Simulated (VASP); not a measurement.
Write the native input for VASP 6.6.1 that does the following.

```yaml
Task: single point
Functional: PBEsol
Potentials_or_basis: VASP PAW PBE potentials, release 64 (K_sv, Cl)
Cutoff: 500 eV
k_mesh: 8 × 8 × 8
Occupations: gaussian, width 0.05 eV
Spin: no spin polarisation
Dipole_correction: no
Further_INCAR_settings: ALGO = Normal; EDIFF = 1e-06; NBANDS = 15
```

The structure of KCl lies in POSCAR:

```
KCl
1.0
    0.0000000000      2.8979587540      2.8979587540
    2.8979587540      0.0000000000      2.8979587540
    2.8979587540      2.8979587540      0.0000000000
K Cl
1 1
Direct
    0.0000000000      0.0000000000      0.0000000000
    0.5000000000      0.5000000000      0.5000000000
```

The input as run:

INCAR

```
PREC     = Accurate       # precision mode
ENCUT    = 500            # plane-wave cutoff, eV
EDIFF    = 1E-6           # SCF threshold, eV
ISMEAR   = 0              # smearing method
SIGMA    = 0.05           # smearing width, eV
LREAL    = False          # projectors in reciprocal space
LASPH    = True           # aspherical terms in the spheres
NELM     = 120            # most SCF steps
ALGO     = Normal         # electronic algorithm
ISIF     = 2              # what is computed and relaxed
LWAVE    = False          # write WAVECAR
LCHARG   = False          # write CHGCAR
GGA      = PS             # functional
NBANDS   = 15             # bands
GGA_COMPAT= False
```

KPOINTS

```
Automatic mesh
0
Gamma
  8 8 8
```

Potentials or basis: VASP PAW PBE potentials, release 64 (K_sv, Cl).

The run is started by

```console
$ cat potpaw_PBE.64/K_sv/POTCAR potpaw_PBE.64/Cl/POTCAR > POTCAR
$ mpirun -np 1 vasp_std > vasp.out
```

It gave:

```
Pressure               : 7.3 GPa
Band gap on the k mesh : 5.94 eV
```

Caveat: the cell stands under pressure; the PAW data sets were made with another functional, which shifts forces and pressure a little.

Wall time 30 s on 1 thread of Intel Xeon 8259CL (shared host), peak memory 0.17 GiB.
